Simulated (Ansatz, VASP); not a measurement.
# Two plane-wave programs on Zn3S

```
Zn S
1.0
     4.04676    0.00000    0.00000
     0.00000    4.04676    0.00000
     0.00000    0.00000    4.04676
Zn S
3 1
Direct
  0.00000 0.50000 0.50000
  0.50000 0.00000 0.50000
  0.50000 0.50000 0.00000
  0.00000 0.00000 0.00000
```

Alike in both runs: functional PBE; k mesh 12 × 12 × 12; occupations gaussian, width 0.1 eV; no spin polarisation.

Ansatz relaxed the structure, and its values are those at the end. VASP's run is a single point on that final structure, the one shown.

```csv
,VASP,Ansatz
version,VASP 6.6.1,Ansatz 0.2.0
potentials or method,"VASP PAW PBE potentials, release 64 (Zn, S), cutoff 520 eV","scalar-relativistic, plane waves, PAW"
valence electrons in the cell,42,42
```

VASP gave:

| Property | Result |
| --- | --- |
| gap on the k mesh at the Fermi level (eV) | none |
| pressure (GPa) | 0.1 |

Problem. Which values does Ansatz return?

Solution. gap on the k mesh at the Fermi level (eV): none; pressure (GPa): 0.0.

A gap of «none» marks a metal or a gap that the smearing closes.
